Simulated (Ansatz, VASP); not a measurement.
**Two plane-wave programs on ZnCu**

```
Zn Cu
1.0
     2.94500    0.00000    0.00000
     0.00000    2.94500    0.00000
     0.00000    0.00000    2.94500
Zn Cu
1 1
Cartesian
  1.4725 1.4725 1.4725
  0.0000 0.0000 0.0000
```

Alike in both runs: task electric field gradients; functional r2SCAN; k mesh 14 × 14 × 14; occupations fermi-dirac, width 0.05 eV; no spin polarisation.

|  | VASP | Ansatz |
| --- | --- | --- |
| version | VASP 6.6.1 | Ansatz 0.2.0 |
| potentials or method | VASP PAW PBE potentials, release 64 (Zn, Cu) | PAW with Ansatz's default frozen-core files, scalar-relativistic |
| plane-wave cutoff (eV) | 520 | 500 |
| valence electrons in the cell | 23 | 31 |

VASP gave:

```
pressure (GPa) : -2.7
```

**Question.** Which values does Ansatz return?

**Answer.** Pressure (GPa): -3.4.

VASP's potentials were made for PBE, not for r2SCAN. VASP's potentials hold 23 valence electrons a cell and Ansatz's 31, so a difference there can come from the potentials and not from the codes.
